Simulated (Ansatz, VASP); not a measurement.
Two plane-wave programs on CoO

```xyz
2
Lattice="-1.5080 1.5080 2.1073 1.5080 -1.5080 2.1073 1.5080 1.5080 -2.1073" Properties=species:S:1:pos:R:3 pbc="T T T"
Co    0.0000    0.0000    0.0000
O     0.0000    0.0000    2.1073
```

Alike in both runs: task single point; functional PBE; k mesh 12 × 12 × 12; occupations fermi-dirac, width 0.05 eV; collinear spin.

|  | VASP | Ansatz |
| --- | --- | --- |
| version | VASP 6.6.1 | Ansatz 0.2.0 |
| potentials or method | VASP PAW PBE potentials, release 64 (Co, O) | Ansatz PAW |
| plane-wave cutoff (eV) | 520 | 420 |
| valence electrons in the cell | 15 | 23 |

```tsv
	VASP	Ansatz	Ansatz less VASP
gap on the k mesh at the Fermi level (eV)	none	none	-
pressure (GPa)	-0.5	0.0	+0.56
traceless stress, the component that is largest in VASP (GPa)	0.09	0.10	+0.009
net moment per atom (μB)	1.44	1.46	+0.016
size of the moment on the site where the two differ most (μB)	2.54	2.48	-0.066
```

Site moments also hang on the region over which each program counts them. A gap of «none» marks a metal or a gap that the smearing closes. VASP's potentials hold 15 valence electrons a cell and Ansatz's 23, so a difference there can come from the potentials and not from the codes.
